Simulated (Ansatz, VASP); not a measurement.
## W3N4 in VASP and in Ansatz

```
W N
1.0
     4.53222    0.00000    0.00000
     0.00000    4.53222    0.00000
     0.00000    0.00000    4.53222
W N
3 4
Direct
  0.00000 0.00000 0.50000
  0.50000 0.00000 0.00000
  0.00000 0.50000 0.00000
  0.25300 0.74700 0.25300
  0.74700 0.25300 0.25300
  0.25300 0.25300 0.74700
  0.74700 0.74700 0.74700
```

Change from the starting cell: species swapped into the Sn3As4 type (P-43m, No. 215).

Alike in both runs: functional PBE; k mesh 8 × 8 × 8; occupations gaussian, width 0.1 eV; no spin polarisation.

Ansatz relaxed the structure, and its values are those at the end. VASP's run is a single point on that final structure, the one shown.

|  | VASP | Ansatz |
| --- | --- | --- |
| version | VASP 6.6.1 | Ansatz 0.2.0 |
| potentials or method | VASP PAW PBE potentials, release 64 (W_sv, N), cutoff 520 eV | scalar-relativistic, plane waves, PAW |
| valence electrons in the cell | 62 | 62 |

```csv
,VASP,Ansatz,Ansatz less VASP
gap on the k mesh at the Fermi level (eV),none,none,-
pressure (GPa),1.2,0.0,-1.27
rms of the force components (eV/Å),0.044,0.000,-0.0438
```

A gap of «none» marks a metal or a gap that the smearing closes.

Spin-orbit coupling is off throughout.
